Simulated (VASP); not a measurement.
Set up this calculation in VASP 6.6.1, as the native input.

| Item | Value |
| --- | --- |
| Task | single point |
| Functional | PBE |
| Potentials or basis | VASP PAW PBE potentials, release 64 (Na_pv, I) |
| Cutoff | 520 eV |
| k mesh | 6 × 6 × 6 |
| Occupations | gaussian, width 0.01 eV |
| Spin | no spin polarisation |
| Dipole correction | no |
| Further INCAR settings | ALGO = Normal; EDIFF = 1e-06; NBANDS = 14 |

The structure of NaI lies in POSCAR:

```
NaI
1.0
    0.0000000000      3.2640966699      3.2640966699
    3.2640966699      0.0000000000      3.2640966699
    3.2640966699      3.2640966699      0.0000000000
Na I
1 1
Direct
    0.0000000000      0.0000000000      0.0000000000
    0.5000000000      0.5000000000      0.5000000000
```

One way to write it, as run:

INCAR

```
SYSTEM = NaI
PREC = Accurate ; ENCUT = 520
EDIFF = 1E-6 ; ISMEAR = 0
SIGMA = 0.01 ; LREAL = .FALSE.
LASPH = .TRUE. ; NELM = 60
ALGO = Normal ; ISIF = 2
LWAVE = .FALSE. ; LCHARG = .TRUE.
GGA = PE ; LELF = .TRUE.
LVHAR = .TRUE. ; NBANDS = 14
```

KPOINTS

```
Automatic mesh
0
G
  6 6 6
  0 0 0
```

Potentials or basis: VASP PAW PBE potentials, release 64 (Na_pv, I).

Run with:

```sh
$ cat potpaw_PBE.64/Na_pv/POTCAR potpaw_PBE.64/I/POTCAR > POTCAR
$ mpirun -np 1 vasp_std > vasp.out
```

Results of the run:

```json
{"Pressure": "0.0 GPa", "Band gap on the k mesh": "3.57 eV"}
```

Caveat: spin-orbit coupling is left out, which moves the levels of the heavy elements.

It took 13 s on 1 thread of Intel(R) Xeon(R) Platinum 8488C (Sapphire Rapids) (shared host), peak memory 0.2 GiB.
